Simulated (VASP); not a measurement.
# CuO (C2/c) in VASP: single point with PBE

Aim: the single point of CuO with PBE.

Everything below comes from runs of VASP 6.6.1. Logs are shortened: lines on timing, memory, paths and dates and some standing lists are left out, and cuts for length are marked.

### Step 1. The cell of the first run

Symmetry: C2/c, No. 15, monoclinic system. The conventional cell has a = 4.776 Å, b = 3.490 Å, c = 5.229 Å, α = 90.00°, β = 99.54°, γ = 90.00°. Cu (site symmetry -1) has 4 O at 1.99 to 2.00 Å within 2.6 Å. O (site symmetry 2) has 4 Cu at 1.99 to 2.00 Å and 2 O at 2.68 Å within 2.7 Å.

### Step 2. Single point, PBE

INCAR reads:

```
SYSTEM = CuO
PREC     = Accurate       ! precision mode
ENCUT    = 520            ! plane-wave cutoff, eV
EDIFF    = 1E-6           ! SCF threshold, eV
ISMEAR   = -1             ! smearing method
SIGMA    = 0.1            ! smearing width, eV
LREAL    = .False.        ! projectors in reciprocal space
LASPH    = .True.         ! aspherical terms in the spheres
NELM     = 100            ! most SCF steps
ALGO     = Normal         ! electronic algorithm
ISIF     = 2              ! what is computed and relaxed
LWAVE    = .False.        ! write WAVECAR
LCHARG   = .False.        ! write CHGCAR
GGA      = PE             ! functional
NBANDS   = 25             ! bands
```

KPOINTS reads:

```
regular mesh
0
Gamma
  10 10 6
  0 0 0
```

POSCAR reads:

```
CuO
1.0
    2.3877802882     -1.7448634230      0.0000000000
    2.3877802882      1.7448634230      0.0000000000
   -0.8667014874      0.0000000000      5.1570691061
Cu O
2 2
Direct
    0.0000000000      0.5000000000      0.0000000000
    0.5000000000      0.0000000000      0.5000000000
    0.5816000000      0.4184000000      0.2500000000
    0.4184000000      0.5816000000      0.7500000000
```

Potentials or basis: VASP PAW PBE potentials, release 64 (Cu, O).

Started as:

```sh
$ cat potpaw_PBE.64/Cu/POTCAR potpaw_PBE.64/O/POTCAR > POTCAR
$ mpirun -np 1 vasp_std > vasp.out
```

OUTCAR:

```text
SYSTEM = CuO
   PREC = Accurate
   ENCUT = 520
   EDIFF = 1E-6
   ISMEAR = -1
   LREAL = .False.
   LASPH = .True.
   NELM = 100
   ISIF = 2
   GGA = PE

 ion  position               nearest neighbor table
   1  0.000  0.500  0.000-   3 1.99   4 1.99   4 2.00   3 2.00
   2  0.500  0.000  0.500-   4 1.99   3 1.99   4 2.00   3 2.00
   3  0.582  0.418  0.250-   2 1.99   1 1.99   2 2.00   1 2.00
   4  0.418  0.582  0.750-   1 1.99   2 1.99   2 2.00   1 2.00

  LATTYP: Found a base centered monoclinic cell.
 ALAT       =     4.7755605764
 B/A-ratio  =     0.7307470589
 C/A-ratio  =     1.0950319242
 COS(beta)  =    -0.1657365915

  Lattice vectors:

 A1 = (   2.3877802882,  -1.7448634230,   0.0000000000)
 A2 = (   2.3877802882,   1.7448634230,   0.0000000000)
 A3 = (  -0.8667014874,   0.0000000000,   5.1570691061)

Analysis of symmetry for initial positions (statically):
=====================================================================
 Subroutine PRICEL returns:
 Original cell was already a primitive cell.

 Routine SETGRP: Setting up the symmetry group for a
 base centered monoclinic supercell.

 Subroutine GETGRP returns: Found  4 space group operations
 (whereof  2 operations were pure point group operations)
 out of a pool of  4 trial point group operations.

The static configuration has the point symmetry S_2 .
 The point group associated with its full space group is C_2h.

Analysis of symmetry for dynamics (positions and initial velocities):
=====================================================================
 Subroutine PRICEL returns:
 Original cell was already a primitive cell.

 Routine SETGRP: Setting up the symmetry group for a
 base centered monoclinic supercell.

 Subroutine GETGRP returns: Found  4 space group operations
 (whereof  2 operations were pure point group operations)
 out of a pool of  4 trial point group operations.

The dynamic configuration has the point symmetry S_2 .
 The point group associated with its full space group is C_2h.

 Subroutine INISYM returns: Found  4 space group operations
 (whereof  2 operations are pure point group operations),
 and found     1 'primitive' translations

----------------------------------------------------------------------------------------

                                     Primitive cell

  volume of cell :      42.9723

  direct lattice vectors                    reciprocal lattice vectors
     2.387780288 -1.744863423  0.000000000     0.209399501 -0.286555379  0.035191861
     2.387780288  1.744863423  0.000000000     0.209399501  0.286555379  0.035191861
    -0.866701487  0.000000000  5.157069106     0.000000000  0.000000000  0.193908590

  length of vectors
     2.957370973  2.957370973  5.229391287     0.356651936  0.356651936  0.193908590

  position of ions in fractional coordinates (direct lattice)
     0.000000000  0.500000000  0.000000000
     0.500000000  0.000000000  0.500000000
     0.581600000  0.418400000  0.250000000
     0.418400000  0.581600000  0.750000000

  ion indices of the primitive-cell ions
   primitive index   ion index
                 1           1
                 2           2
                 3           3
                 4           4

----------------------------------------------------------------------------------------

 KPOINTS: regular mesh

Automatic generation of k-mesh.
 Grid dimensions read from file:
 generate k-points for:   10   10    6

 Generating k-lattice:

  Cartesian coordinates                     Fractional coordinates (reciprocal lattice)
     0.020939950 -0.028655538  0.003519186     0.100000000 -0.000000000  0.000000000
     0.020939950  0.028655538  0.003519186    -0.000000000  0.100000000  0.000000000
     0.000000000  0.000000000  0.032318098     0.000000000  0.000000000  0.166666667

  Length of vectors
     0.035665194  0.035665194  0.032318098

  Shift w.r.t. Gamma in fractional coordinates (k-lattice)
     0.000000000  0.000000000  0.000000000

 Subroutine IBZKPT returns following result:
 ===========================================

 Found    172 irreducible k-points:

 Following reciprocal coordinates:
            Coordinates               Weight
  0.000000  0.000000  0.000000      1.000000
  0.100000  0.000000 -0.000000      4.000000
  0.200000  0.000000 -0.000000      4.000000
  0.300000 -0.000000  0.000000      4.000000
  0.400000 -0.000000 -0.000000      4.000000
  0.500000  0.000000 -0.000000      2.000000
[... 16 lines left out ...]
  0.300000  0.300000  0.000000      2.000000
  0.400000  0.300000  0.000000      4.000000
 [... further k-points ...]
   k-points           NKPTS =    172   k-points in BZ     NKDIM =    172   number of bands    NBANDS=     25
   number of dos      NEDOS =    301   number of ions     NIONS =      4
   total plane-waves  NPLWV =  23040
   dimension x,y,z NGX =    24 NGY =   24 NGZ =   40
   dimension x,y,z NGXF=    48 NGYF=   48 NGZF=   80
   ions per type =               2   2
   NGX,Y,Z   is equivalent  to a cutoff of  13.49, 13.49, 12.72 a.u.
   NGXF,Y,Z  is equivalent  to a cutoff of  26.98, 26.98, 25.43 a.u.
 SYSTEM =  CuO
   PREC   = accura    normal or accurate (medium, high low for compatibility)
   ISTART =      0    job   : 0-new  1-cont  2-samecut
   ICHARG =      2    charge: 1-file 2-atom 10-const
   ISPIN  =      1    spin polarized calculation?
   LNONCOLLINEAR =      F non collinear calculations
   LSORBIT =      F    spin-orbit coupling
   LASPH  =      T    aspherical Exc in radial PAW
   ENCUT  =  520.0 eV  38.22 Ry    6.18 a.u.   5.50  5.50  9.72*2*pi/ulx,y,z
   NELM   =    100;   NELMIN=  2; NELMDL= -5     # of ELM steps
   EDIFF  = 0.1E-05   stopping-criterion for ELM
   LREAL  =      F    real-space projection
   EDIFFG = 0.1E-04   stopping-criterion for IOM
   NSW    =      0    number of steps for IOM
   IBRION =     -1    ionic relax: 0-MD 1-quasi-New 2-CG
   NFREE  =      0    steps in history (QN), initial steepest desc. (CG)
   ISIF   =      2    stress and relaxation
   ISYM   =      2    0-nonsym 1-usesym 2-fastsym
   POTIM  = 0.5000    time-step for ionic-motion
   TEBEG  =    0.0;   TEEND  =   0.0 temperature during run
   PSTRESS=    0.0 pullay stress
   NELECT =      34.0000    total number of electrons
   NUPDOWN=      -1.0000    fix difference up-down
   EMIN   =  10.00;   EMAX   =-10.00  energy-range for DOS
   EFERMI =   0.00;   METHOD = LEGACY
   ISMEAR =    -1;   SIGMA  =   0.10  broadening in eV -4-tet -1-fermi 0-gaus
   EFERMI_NEDOS =   21; number of points for ismear=-14 and -15
   IALGO  =     38    algorithm
   IMIX   =      4    mixing-type and parameters
     AMIX     =   0.40;   BMIX     =  1.00
     AMIX_MAG =   1.60;   BMIX_MAG =  1.00
  volume/ion in A,a.u.               =      10.74        72.50
  Fermi-wavevector in a.u.,A,eV,Ry     =   1.514159  2.861346 31.193781  2.292678
  Thomas-Fermi vector in A             =   2.623854
   LORBIT       =      0    0 simple, 1 ext, 2 COOP (PROOUT), +10 PAW based schemes
   GGA     = PE    functional components
   LHFCALC =     F    Hartree Fock is set to
   AEXX    =    0.0000 exact exchange contribution
   IVDW    =     0    specifies the selected vdW correction
   LEPSILON=     F    determine dielectric tensor
   LRPA    =     F    only Hartree local field effects (RPA)
 non-spin polarized calculation
  energy-cutoff  :      520.00
  volume of cell :       42.97
 maximum number of plane-waves:      1174
 NGX is ok and might be reduce to    24
   NGX = 11   NGY = 11   NGZ = 19

 number of electron      34.0000007 magnetization

 Free energy of the ion-electron system (eV)
  ---------------------------------------------------
  ext. energy  EPLUGINS =         0.00000000
  ---------------------------------------------------
  free energy    TOTEN  =       -19.58307095 eV

  energy without entropy =      -19.50704491  energy(sigma->0) =      -19.54505793

 E-fermi :   4.9485     XC(G=0): -11.5852

 val. band max:        4.9447861812   @ k =   0.5000   0.0000  -0.0000
 cond. band min:       4.9513215564   @ k =  -0.1000   0.1000   0.5000
 fundamental gap:      0.0065353751
 Fermi energy:         4.9485155753

 k-point     1 :       0.0000    0.0000    0.0000
  band No.  band energies     occupation
      1     -14.4482      2.00000
      2     -13.2754      2.00000
      3      -2.6314      2.00000
      4      -0.1917      2.00000
      5       0.1876      2.00000
      6       1.9033      2.00000
[... 17 lines left out ...]
     24      21.0933      0.00000
     25      21.3908      0.00000

 k-point     2 :       0.1000    0.0000   -0.0000
  band No.  band energies     occupation
      1     -14.3885      2.00000
      2     -13.2555      2.00000
      3      -2.5273      2.00000
      4      -0.2057      2.00000
      5       0.1625      2.00000
      6       1.1979      2.00000
[... 17 lines left out ...]
     24      20.4934      0.00000
     25      21.4263      0.00000

 k-point     3 :       0.2000    0.0000   -0.0000
  band No.  band energies     occupation
      1     -14.2267      2.00000
      2     -13.2028      2.00000
      3      -2.2483      2.00000
      4      -0.2566      2.00000
      5       0.0369      2.00000
      6       0.2446      2.00000
[... 17 lines left out ...]
     24      19.6967      0.00000
     25      20.9580      0.00000

 k-point     4 :       0.3000   -0.0000    0.0000
  band No.  band energies     occupation
      1     -14.0145      2.00000
      2     -13.1367      2.00000
      3      -1.8954      2.00000
      4      -0.8371      2.00000
      5      -0.3182      2.00000
      6       0.1574      2.00000
[... 17 lines left out ...]
     24      18.5861      0.00000
     25      20.5755      0.00000

 k-point     5 :       0.4000   -0.0000   -0.0000
  band No.  band energies     occupation
      1     -13.8314      2.00000
      2     -13.0830      2.00000
      3      -1.6274      2.00000
      4      -1.4862      2.00000
      5      -0.3365      2.00000
      6       0.1716      2.00000
[... 17 lines left out ...]
     24      17.6393      0.00000
     25      20.2570      0.00000

 k-point     6 :       0.5000    0.0000   -0.0000
  band No.  band energies     occupation
      1     -13.7581      2.00000
      2     -13.0626      2.00000
      3      -1.7527      2.00000
      4      -1.4960      2.00000
      5      -0.3277      2.00000
      6       0.1812      2.00000
[... 17 lines left out ...]
     24      17.2349      0.00000
     25      20.1256      0.00000
[... 393 lines left out ...]
 k-point    21 :      -0.3000    0.2000    0.0000
  band No.  band energies     occupation
      1     -13.7752      2.00000
      2     -13.0611      2.00000
      3      -1.4851      2.00000
      4      -0.9334      2.00000
      5      -0.3785      2.00000
      6      -0.0382      2.00000
[... 17 lines left out ...]
     24      17.7709      0.00000
     25      18.2555      0.00000

 k-point    22 :      -0.2000    0.2000    0.0000
  band No.  band energies     occupation
      1     -13.9657      2.00000
      2     -13.1137      2.00000
      3      -1.8017      2.00000
      4      -0.3858      2.00000
      5      -0.3523      2.00000
      6      -0.0287      2.00000
[... 17 lines left out ...]
     24      18.3845      0.00000
     25      18.4950      0.00000

 k-point    23 :       0.3000    0.3000    0.0000
  band No.  band energies     occupation
      1     -13.7490      2.00000
      2     -13.0855      2.00000
      3      -1.3638      2.00000
      4      -0.9271      2.00000
      5       0.0312      2.00000
      6       0.0718      2.00000
[... 17 lines left out ...]
     24      19.0988      0.00000
     25      19.5484      0.00000

 k-point    24 :       0.4000    0.3000    0.0000
  band No.  band energies     occupation
      1     -13.5860      2.00000
      2     -13.0416      2.00000
      3      -1.3783      2.00000
      4      -1.0883      2.00000
      5      -0.1425      2.00000
      6       0.0068      2.00000
[... 17 lines left out ...]
     24      17.9063      0.00000
     25      19.0618      0.00000

 [... further k-points ...]

------------------------ aborting loop because EDIFF is reached ----------------------------------------

  FORCE on cell =-STRESS in cart. coord.  units (eV):
  Direction    XX          YY          ZZ          XY          YZ          ZX
  --------------------------------------------------------------------------------------
  -------------------------------------------------------------------------------------
  Total       -1.0326397     -0.0806893     -1.4706029      0.0000000      0.0000000      0.0485801
  in kB      -38.5008795     -3.0084159    -54.8298733      0.0000000      0.0000000      1.8112560
  external PRESSURE =     -32.1130562 kB  Pullay stress =       0.0000000 kB

 VOLUME and BASIS-vectors are now :
 -----------------------------------------------------------------------------
  energy-cutoff  :      520.00
  volume of cell :       42.97
      direct lattice vectors                 reciprocal lattice vectors
     2.387780288 -1.744863423  0.000000000     0.209399501 -0.286555379  0.035191861
     2.387780288  1.744863423  0.000000000     0.209399501  0.286555379  0.035191861
    -0.866701487  0.000000000  5.157069106     0.000000000  0.000000000  0.193908590

 POSITION                                       TOTAL-FORCE (eV/Angst)
 -----------------------------------------------------------------------------------
      1.19389      0.87243      0.00000        -0.000000      0.000000      0.000000
      0.76054     -0.87243      2.57853        -0.000000     -0.000000      0.000000
      2.17110     -0.28476      1.28927         0.000000      0.387612      0.000000
      1.73775      0.28476      3.86780        -0.000000     -0.387612     -0.000000
 -----------------------------------------------------------------------------------
    total drift:                                0.000000      0.000000     -0.000000

  FREE ENERGIE OF THE ION-ELECTRON SYSTEM (eV)
  ---------------------------------------------------
  free  energy   TOTEN  =       -19.5830709543 eV

  energy  without entropy=      -19.5070449060  energy(sigma->0) =      -19.54505793
```

Run time: 2.3 min. Hardware: 1 thread of Intel Xeon Platinum 8175M at 2.50GHz (Skylake/Cascade Lake), shared host; peak memory 0.28 GiB.

Results:

* Free energy: -19.5831 eV
* Pressure: -3.2 GPa
* Largest force: 0.388 eV/Å
* Band gap on the k mesh: zero (bands 17 and 18 overlap by 0.70 eV)

Forces in eV/Å, atoms in the order of the input:
```
Cu   0.000  0.000  0.000
Cu   0.000  0.000  0.000
O    0.000  0.388  0.000
O    0.000 -0.388  0.000
```

Caveat: the cell stands under tension; semilocal functionals often make such compounds metallic where correlation or magnetic order opens a gap, which also shifts bond lengths. With open d or f shells a metallic result of PBE can be an artefact of self-interaction; +U or a hybrid may open a gap.
